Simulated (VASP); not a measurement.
Input of a VASP 6.6.1 run:

The input INCAR:

```
ALGO = Normal ; EDIFF = 1E-6
ENCUT = 520 ; ISIF = 2
ISMEAR = 1 ; LASPH = True
LCHARG = True ; LELF = True
LREAL = False ; LVHAR = True
LWAVE = False ; NBANDS = 12
NELM = 100 ; PREC = Accurate
SIGMA = 0.2
```

KPOINTS

```
k-points
0
Gamma
  15 15 15
```

File POSCAR:

```
V
1.0
   -1.4636513664      1.4636513664      1.4636513664
    1.4636513664     -1.4636513664      1.4636513664
    1.4636513664      1.4636513664     -1.4636513664
V
1
Direct
    0.0000000000      0.0000000000      0.0000000000
```

Potentials or basis: VASP PAW LDA potentials, release 64 (V_sv).

The run is started by

```sh
$ cat potpaw_LDA.64/V_sv/POTCAR > POTCAR
$ mpirun -np 1 vasp_std > vasp.out
```

Estimate the pressure.

0.2 GPa.
